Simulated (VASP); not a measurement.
## MgI2: single point with PBE-based screened hybrid with 40 % exact exchange

The system is MgI2.

```
Mg I
1.0
     4.15664    0.00000    0.00000
    -2.07832    3.59975    0.00000
     0.00000    0.00000    6.87561
Mg I
1 2
Direct
  0.00000 0.00000 0.00000
  0.33333 0.66667 0.24257
  0.66667 0.33333 0.75743
```

| Item | Value |
| --- | --- |
| Program | VASP 6.6.1 |
| Task | single point |
| Functional | PBE-based screened hybrid with 40 % exact exchange |
| Potentials or basis | VASP PAW PBE potentials, release 64 (Mg, I) |
| Cutoff | 520 eV |
| k mesh | 6 × 6 × 2 |
| Occupations | gaussian, width 0.01 eV |
| Spin | no spin polarisation |

* Pressure: -0.2 GPa
* Largest force: 0.200 eV/Å
* Band gap on the k mesh: 5.07 eV (least direct gap 5.30 eV)

Forces in eV/Å, atoms in the order of the input:
```
Mg   0.000  0.000  0.000
I    0.000  0.000 -0.200
I    0.000  0.000  0.200
```

Stress tensor (GPa, compression positive):
```
-0.21  0.00  0.00
 0.00 -0.21  0.00
 0.00  0.00 -0.07
```

Levels at points of the mesh, in eV from the valence-band top:
| k point | band 6 | band 7 | band 8 | band 9 | band 10 | band 11 |
| --- | --- | --- | --- | --- | --- | --- |
| (0.00, 0.00, 0.00) | -0.07 | -0.07 | 0.00 | 5.30 | 6.32 | 8.44 |
| (0.50, 0.00, 0.00) | -1.55 | -0.98 | -0.50 | 5.15 | 6.92 | 7.04 |
| (0.00, 0.00, 0.50) | -0.39 | -0.19 | -0.19 | 6.31 | 6.43 | 8.23 |
| (0.50, 0.00, 0.50) | -1.26 | -0.89 | -0.76 | 5.07 | 6.75 | 7.24 |

Wall time 20 min on 1 thread of Intel(R) Xeon(R) Platinum 8375C CPU @ 2.90GHz (Ice Lake), on a shared host, peak memory 0.35 GiB.

Caveat: the k points lie up to 0.46 Å⁻¹ apart; the PAW data sets were made with another functional, which shifts forces and pressure a little; spin-orbit coupling is left out, which moves the levels of the heavy elements. A k mesh can miss the band edges.
